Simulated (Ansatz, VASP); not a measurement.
**V in VASP and in Ansatz**

```
CELL_PARAMETERS angstrom
0.00000 2.68714 2.68714
2.68714 0.00000 2.68714
2.68714 2.68714 0.00000
ATOMIC_POSITIONS crystal
V 0.00000 0.00000 0.00000
V 0.25000 0.25000 0.25000
```

Change from the starting cell: volume scaled by 0.95.

Alike in both runs: task single point; functional PBE; k mesh 10 × 10 × 10; occupations fermi-dirac, width 0.08 eV; collinear spin.

```csv
,VASP,Ansatz
version,VASP 6.6.1,Ansatz 0.2.0
potentials or method,"VASP PAW PBE potentials, release 64 (V_sv), cutoff 520 eV","all-electron LAPW, scalar-relativistic"
```

```tsv
	VASP	Ansatz	Ansatz less VASP
pressure (GPa)	3.7	3.3	-0.37
net moment per atom (μB)	1.81	1.81	-0.004
size of the moment on the site where the two differ most (μB)	1.67	1.53	-0.141
```

Site moments also hang on the region over which each program counts them. Ansatz ran all-electron here, and VASP with PAW potentials.
